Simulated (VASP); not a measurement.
# Pb (P6_3/mmc) in VASP: electric field gradients with r2SCAN

Aim: the electric field gradients of Pb with r2SCAN.

All numbers are computed with VASP 6.6.1; they aren't measurements. Logs are shortened: lines on timing, memory, paths and dates and some standing lists are left out, and cuts for length are marked.

**1. The cell of the first run**

Symmetry: P6_3/mmc, No. 194, hexagonal system. The conventional cell has a = 3.540 Å, b = 3.540 Å, c = 6.115 Å, α = 90.00°, β = 90.00°, γ = 120.00°. Pb (site symmetry -6m2) has 12 Pb at 3.54 to 3.68 Å within 4.7 Å.

This isn't the form of Pb at room conditions, which is fcc.

**2. Electric field gradients, r2SCAN (33.18 Å³/atom)**

POSCAR reads:

```
Pb
1.0
    3.5396778076      0.0000000000      0.0000000000
   -1.7698389038      3.0654509026      0.0000000000
    0.0000000000      0.0000000000      6.1150153066
Pb
2
Direct
    0.3333333333      0.6666666667      0.2500000000
    0.6666666667      0.3333333333      0.7500000000
```

INCAR.step1 reads:

```
PREC = Accurate
ENCUT = 520
ISMEAR = -1
SIGMA = 0.03
LREAL = F
LASPH = T
NELM = 100
NBANDS = 21
GGA = PE
ALGO = Normal
EDIFF = 1E-4
LWAVE = T
LCHARG = F
```

INCAR.step2 reads:

```
PREC = Accurate
ENCUT = 520
EDIFF = 1E-8
ISMEAR = -1
SIGMA = 0.03
LREAL = F
LASPH = T
NELM = 100
ALGO = Normal
ISIF = 2
LWAVE = F
LCHARG = F
METAGGA = R2SCAN
LMIXTAU = T
LEFG = T
NBANDS = 21
ISTART = 1
```

KPOINTS reads:

```
regular mesh
0
Gamma
  14 14 7
```

Potentials or basis: VASP PAW PBE potentials, release 64 (Pb_d).

The run is started by

```console
> cat potpaw_PBE.64/Pb_d/POTCAR > POTCAR
> cp INCAR.step1 INCAR
> mpirun -np 1 vasp_std > vasp.out
> cp INCAR.step2 INCAR
> mpirun -np 1 vasp_std > vasp.out
```

OUTCAR:

```text
PREC = Accurate
   ENCUT = 520
   EDIFF = 1E-8
   ISMEAR = -1
   LREAL = F
   LASPH = T
   NELM = 100
   ISIF = 2
   METAGGA = R2SCAN
   ISTART = 1

 ion  position               nearest neighbor table
   1  0.333  0.667  0.250-   2 3.68   2 3.68   2 3.68   2 3.68   2 3.68   2 3.68
   2  0.667  0.333  0.750-   1 3.68   1 3.68   1 3.68   1 3.68   1 3.68   1 3.68

  LATTYP: Found a hexagonal cell.
 ALAT       =     3.5396778076
 C/A-ratio  =     1.7275626876

  Lattice vectors:

 A1 = (   3.5396778076,   0.0000000000,   0.0000000000)
 A2 = (  -1.7698389038,   3.0654509026,   0.0000000000)
 A3 = (   0.0000000000,   0.0000000000,   6.1150153066)

Analysis of symmetry for initial positions (statically):
=====================================================================
 Subroutine PRICEL returns:
 Original cell was already a primitive cell.

 Routine SETGRP: Setting up the symmetry group for a
 hexagonal supercell.

 Subroutine GETGRP returns: Found 24 space group operations
 (whereof 12 operations were pure point group operations)
 out of a pool of 24 trial point group operations.

The static configuration has the point symmetry D_3d.
 The point group associated with its full space group is D_6h.

Analysis of symmetry for dynamics (positions and initial velocities):
=====================================================================
 Subroutine PRICEL returns:
 Original cell was already a primitive cell.

 Routine SETGRP: Setting up the symmetry group for a
 hexagonal supercell.

 Subroutine GETGRP returns: Found 24 space group operations
 (whereof 12 operations were pure point group operations)
 out of a pool of 24 trial point group operations.

The dynamic configuration has the point symmetry D_3d.
 The point group associated with its full space group is D_6h.

 Subroutine INISYM returns: Found 24 space group operations
 (whereof 12 operations are pure point group operations),
 and found     1 'primitive' translations

----------------------------------------------------------------------------------------

                                     Primitive cell

  volume of cell :      66.3522

  direct lattice vectors                    reciprocal lattice vectors
     3.539677808  0.000000000  0.000000000     0.282511588  0.163108142  0.000000000
    -1.769838904  3.065450903  0.000000000     0.000000000  0.326216283  0.000000000
     0.000000000  0.000000000  6.115015307     0.000000000  0.000000000  0.163531888

  length of vectors
     3.539677808  3.539677808  6.115015307     0.326216283  0.326216283  0.163531888

  position of ions in fractional coordinates (direct lattice)
     0.333333333  0.666666667  0.250000000
     0.666666667  0.333333333  0.750000000

  ion indices of the primitive-cell ions
   primitive index   ion index
                 1           1
                 2           2

----------------------------------------------------------------------------------------

 KPOINTS: regular mesh

Automatic generation of k-mesh.
 Grid dimensions read from file:
 generate k-points for:   14   14    7

 Generating k-lattice:

  Cartesian coordinates                     Fractional coordinates (reciprocal lattice)
     0.020179399  0.011650582  0.000000000     0.071428571  0.000000000  0.000000000
     0.000000000  0.023301163  0.000000000     0.000000000  0.071428571  0.000000000
     0.000000000  0.000000000  0.023361698     0.000000000  0.000000000  0.142857143

  Length of vectors
     0.023301163  0.023301163  0.023361698

  Shift w.r.t. Gamma in fractional coordinates (k-lattice)
     0.000000000  0.000000000  0.000000000

 Subroutine IBZKPT returns following result:
 ===========================================

 Found     96 irreducible k-points:

 Following reciprocal coordinates:
            Coordinates               Weight
  0.000000  0.000000  0.000000      1.000000
  0.071429 -0.000000  0.000000      6.000000
  0.142857  0.000000  0.000000      6.000000
  0.214286  0.000000  0.000000      6.000000
  0.285714 -0.000000  0.000000      6.000000
  0.357143  0.000000  0.000000      6.000000
[... 16 lines left out ...]
  0.285714  0.285714  0.000000      6.000000
  0.357143  0.285714  0.000000      6.000000
 [... further k-points ...]
   k-points           NKPTS =     96   k-points in BZ     NKDIM =     96   number of bands    NBANDS=     21
   number of dos      NEDOS =    301   number of ions     NIONS =      2
   total plane-waves  NPLWV =  37632
   dimension x,y,z NGX =    28 NGY =   28 NGZ =   48
   dimension x,y,z NGXF=    56 NGYF=   56 NGZF=   96
   ions per type =               2
   NGX,Y,Z   is equivalent  to a cutoff of  13.15, 13.15, 13.05 a.u.
   NGXF,Y,Z  is equivalent  to a cutoff of  26.30, 26.30, 26.10 a.u.
 SYSTEM =  unknown system
   PREC   = accura    normal or accurate (medium, high low for compatibility)
   ISTART =      1    job   : 0-new  1-cont  2-samecut
   ICHARG =      0    charge: 1-file 2-atom 10-const
   ISPIN  =      1    spin polarized calculation?
   LNONCOLLINEAR =      F non collinear calculations
   LSORBIT =      F    spin-orbit coupling
   LASPH  =      T    aspherical Exc in radial PAW
   ENCUT  =  520.0 eV  38.22 Ry    6.18 a.u.   6.58  6.58 11.37*2*pi/ulx,y,z
   NELM   =    100;   NELMIN=  2; NELMDL=  0     # of ELM steps
   EDIFF  = 0.1E-07   stopping-criterion for ELM
   LREAL  =      F    real-space projection
   EDIFFG = 0.1E-06   stopping-criterion for IOM
   NSW    =      0    number of steps for IOM
   IBRION =     -1    ionic relax: 0-MD 1-quasi-New 2-CG
   NFREE  =      0    steps in history (QN), initial steepest desc. (CG)
   ISIF   =      2    stress and relaxation
   ISYM   =      2    0-nonsym 1-usesym 2-fastsym
   POTIM  = 0.5000    time-step for ionic-motion
   TEBEG  =    0.0;   TEEND  =   0.0 temperature during run
   PSTRESS=    0.0 pullay stress
   NELECT =      28.0000    total number of electrons
   NUPDOWN=      -1.0000    fix difference up-down
   EMIN   =  10.00;   EMAX   =-10.00  energy-range for DOS
   EFERMI =   0.00;   METHOD = LEGACY
   ISMEAR =    -1;   SIGMA  =   0.03  broadening in eV -4-tet -1-fermi 0-gaus
   EFERMI_NEDOS =   21; number of points for ismear=-14 and -15
   IALGO  =     38    algorithm
   IMIX   =      4    mixing-type and parameters
     AMIX     =   0.40;   BMIX     =  1.00
     AMIX_MAG =   1.60;   BMIX_MAG =  1.00
  volume/ion in A,a.u.               =      33.18       223.88
  Fermi-wavevector in a.u.,A,eV,Ry     =   1.227936  2.320462 20.515219  1.507826
  Thomas-Fermi vector in A             =   2.362880
   LORBIT       =      0    0 simple, 1 ext, 2 COOP (PROOUT), +10 PAW based schemes
   METAGGA = R2SCAN    functional components
   LHFCALC =     F    Hartree Fock is set to
   AEXX    =    0.0000 exact exchange contribution
   IVDW    =     0    specifies the selected vdW correction
   LEPSILON=     F    determine dielectric tensor
   LRPA    =     F    only Hartree local field effects (RPA)
 non-spin polarized calculation
  energy-cutoff  :      520.00
  volume of cell :       66.35
 maximum number of plane-waves:      1823
 NGX is ok and might be reduce to    28
   NGX = 13   NGY = 13   NGZ = 23

 number of electron      28.0000004 magnetization

 Free energy of the ion-electron system (eV)
  ---------------------------------------------------
  ext. energy  EPLUGINS =         0.00000000
  ---------------------------------------------------
  free energy    TOTEN  =      -112.49940757 eV

  energy without entropy =     -112.49712139  energy(sigma->0) =     -112.49826448

 E-fermi :   6.2382     XC(G=0): -10.4427

 val. band max:        6.1856507958   @ k =   0.4286   0.1429   0.0000
 cond. band min:       6.2595043907   @ k =   0.2857   0.2857   0.0000
 fundamental gap:      0.0738535949
 Fermi energy:         6.2382138487

 k-point     1 :       0.0000    0.0000    0.0000
  band No.  band energies     occupation
      1     -11.4458      2.00000
      2     -11.4398      2.00000
      3     -11.4092      2.00000
      4     -11.4092      2.00000
      5     -11.3964      2.00000
      6     -11.3964      2.00000
[... 13 lines left out ...]
     20      16.1925      0.00000
     21      16.8802      0.00000

 k-point     2 :       0.0714   -0.0000    0.0000
  band No.  band energies     occupation
      1     -11.4436      2.00000
      2     -11.4346      2.00000
      3     -11.4069      2.00000
      4     -11.3976      2.00000
      5     -11.3949      2.00000
      6     -11.3851      2.00000
[... 13 lines left out ...]
     20      16.4658      0.00000
     21      16.9346      0.00000

 k-point     3 :       0.1429    0.0000    0.0000
  band No.  band energies     occupation
      1     -11.4546      2.00000
      2     -11.4151      2.00000
      3     -11.4071      2.00000
      4     -11.3723      2.00000
      5     -11.3650      2.00000
      6     -11.3533      2.00000
[... 13 lines left out ...]
     20      16.5966      0.00000
     21      17.0382      0.00000

 k-point     4 :       0.2143    0.0000    0.0000
  band No.  band energies     occupation
      1     -11.4770      2.00000
      2     -11.4178      2.00000
      3     -11.3833      2.00000
      4     -11.3608      2.00000
      5     -11.3397      2.00000
      6     -11.3284      2.00000
[... 13 lines left out ...]
     20      15.6809      0.00000
     21      16.9269      0.00000

 k-point     5 :       0.2857   -0.0000    0.0000
  band No.  band energies     occupation
      1     -11.5020      2.00000
      2     -11.4314      2.00000
      3     -11.3902      2.00000
      4     -11.3531      2.00000
      5     -11.3482      2.00000
      6     -11.2895      2.00000
[... 13 lines left out ...]
     20      15.3042      0.00000
     21      16.6474      0.00000
[... 382 lines left out ...]
     20      17.4466      0.00000
     21      17.9405      0.00000

 k-point    22 :       0.3571    0.2143    0.0000
  band No.  band energies     occupation
      1     -11.4498      2.00000
      2     -11.4383      2.00000
      3     -11.3694      2.00000
      4     -11.3667      2.00000
      5     -11.3330      2.00000
      6     -11.3044      2.00000
[... 13 lines left out ...]
     20      17.3203      0.00000
     21      18.7858      0.00000

 k-point    23 :       0.2857    0.2857    0.0000
  band No.  band energies     occupation
      1     -11.4503      2.00000
      2     -11.3788      2.00000
      3     -11.3779      2.00000
      4     -11.3676      2.00000
      5     -11.3330      2.00000
      6     -11.2977      2.00000
[... 13 lines left out ...]
     20      18.8360      0.00000
     21      19.3847      0.00000

 k-point    24 :       0.3571    0.2857    0.0000
  band No.  band energies     occupation
      1     -11.4548      2.00000
      2     -11.3776      2.00000
      3     -11.3592      2.00000
      4     -11.3436      2.00000
      5     -11.3386      2.00000
      6     -11.2957      2.00000
[... 13 lines left out ...]
     20      19.4091      0.00000
     21      19.5412      0.00000

 [... further k-points ...]

------------------------ aborting loop because EDIFF is reached ----------------------------------------

  FORCE on cell =-STRESS in cart. coord.  units (eV):
  Direction    XX          YY          ZZ          XY          YZ          ZX
  --------------------------------------------------------------------------------------
  -------------------------------------------------------------------------------------
  Total       -0.9154034     -0.9154034     -1.0680513      0.0000000      0.0000000      0.0000000
  in kB      -22.1038261    -22.1038261    -25.7897443      0.0000000      0.0000000      0.0000000
  external PRESSURE =     -23.3324655 kB  Pullay stress =       0.0000000 kB

 VOLUME and BASIS-vectors are now :
 -----------------------------------------------------------------------------
  energy-cutoff  :      520.00
  volume of cell :       66.35
      direct lattice vectors                 reciprocal lattice vectors
     3.539677808  0.000000000  0.000000000     0.282511588  0.163108142  0.000000000
    -1.769838904  3.065450903  0.000000000     0.000000000  0.326216283  0.000000000
     0.000000000  0.000000000  6.115015307     0.000000000  0.000000000  0.163531888

 POSITION                                       TOTAL-FORCE (eV/Angst)
 -----------------------------------------------------------------------------------
     -0.00000      2.04363      1.52875         0.000000     -0.000000      0.000000
      1.76984      1.02182      4.58626        -0.000000      0.000000      0.000000
 -----------------------------------------------------------------------------------
    total drift:                               -0.000000      0.000000      0.000000

  FREE ENERGIE OF THE ION-ELECTRON SYSTEM (eV)
  ---------------------------------------------------
  free  energy   TOTEN  =      -112.4994075657 eV

  energy  without entropy=     -112.4971213900  energy(sigma->0) =     -112.49826448

 Electric field gradients (V/A^2)
---------------------------------------------------------------------
 ion       V_xx      V_yy      V_zz      V_xy      V_xz      V_yz
---------------------------------------------------------------------
   1      -4.021    -4.020     8.042     0.001     0.000    -0.000
   2      -4.021    -4.020     8.042     0.001    -0.000     0.000
---------------------------------------------------------------------

 Electric field gradients after diagonalization (V/A^2)
 (convention: |V_zz| > |V_xx| > |V_yy|)
----------------------------------------------------------------------
 ion       V_xx      V_yy      V_zz     asymmetry (V_yy - V_xx)/ V_zz
----------------------------------------------------------------------
   1      -4.022    -4.020     8.042       0.000
   2      -4.022    -4.020     8.042       0.000
----------------------------------------------------------------------

           NMR quadrupolar parameters

 Cq : quadrupolar parameter    Cq=e*Q*V_zz/h
 eta: asymmetry parameters     (V_yy - V_xx)/ V_zz
 Q  : nuclear electric quadrupole moment in mb (millibarn)
----------------------------------------------------------------------
 ion       Cq(MHz)       eta       Q (mb)
----------------------------------------------------------------------
   1       0.019       0.000       1.000
   2       0.019       0.000       1.000
----------------------------------------------------------------------
```

Wall time 20 min (1 thread of AMD EPYC, shared host); peak memory 0.23 GiB.

Results:

```yaml
Free_energy: -112.4994 eV
Pressure: -2.3 GPa
Band_gap_on_the_k_mesh: zero (bands 14 and 15 overlap by 7.42 eV)
Largest_electric_field_gradient_by_atom: Pb +8.0 V/Å²
```

Electric field gradients, principal values (V/Å²):
| atom | least | middle | greatest (by size) |
| --- | --- | --- | --- |
| 1 Pb | -4.020 | -4.022 | 8.042 |
| 2 Pb | -4.020 | -4.022 | 8.042 |

Caveat: without QUAD_EFG the Cq values of the log hold for a quadrupole moment of 1 mb, not for the nuclei; the PAW data sets were made with another functional, which shifts forces and pressure a little; spin-orbit coupling is left out, which moves the levels of the heavy elements.

The gap in the log of VASP goes by the Fermi energy; the results here count the filled bands.